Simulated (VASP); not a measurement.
A run of VASP 6.6.1:

POSCAR

```
Sn
1.0
    3.2166205970      3.2166205970      0.0000000000
   -3.2166205970      3.2166205970      0.0000000000
    0.0000000000      0.0000000000      6.4332411939
Sn
4
Direct
    0.0000000000      0.0000000000      0.5000000000
    0.0000000000      0.5000000000      0.2500000000
    0.5000000000      0.5000000000      0.0000000000
    0.5000000000      0.0000000000      0.7500000000
```

File INCAR.step1:

```
PREC = Accurate
ENCUT = 520
ISMEAR = 0
SIGMA = 0.1
LREAL = F
LASPH = T
NELM = 80
NBANDS = 36
GGA = PE
ALGO = Normal
EDIFF = 1E-4
LWAVE = T
LCHARG = F
```

The input INCAR.step2:

```
PREC = Accurate
ENCUT = 520
EDIFF = 1E-6
ISMEAR = 0
SIGMA = 0.1
LREAL = F
LASPH = T
NELM = 80
ALGO = Normal
ISIF = 2
LWAVE = F
LCHARG = F
METAGGA = R2SCAN
LMIXTAU = T
NBANDS = 36
ISTART = 1
```

File KPOINTS:

```
regular mesh
0
Gamma
  12 12 8
```

Potentials or basis: VASP PAW PBE potentials, release 64 (Sn_d).

The run is started by

```bash
$ cat potpaw_PBE.64/Sn_d/POTCAR > POTCAR
$ cp INCAR.step1 INCAR
$ mpirun -np 1 vasp_std > vasp.out
$ cp INCAR.step2 INCAR
$ mpirun -np 1 vasp_std > vasp.out
```

Hardware: 1 thread of Oxide Virtual Turin-like Processor, on a shared host.

Task: How long does it take, and how much memory?

Result: It took 41 min on 1 thread of Oxide Virtual Turin-like Processor, with other jobs on the host, peak memory 0.54 GiB. Counts: k points 140.
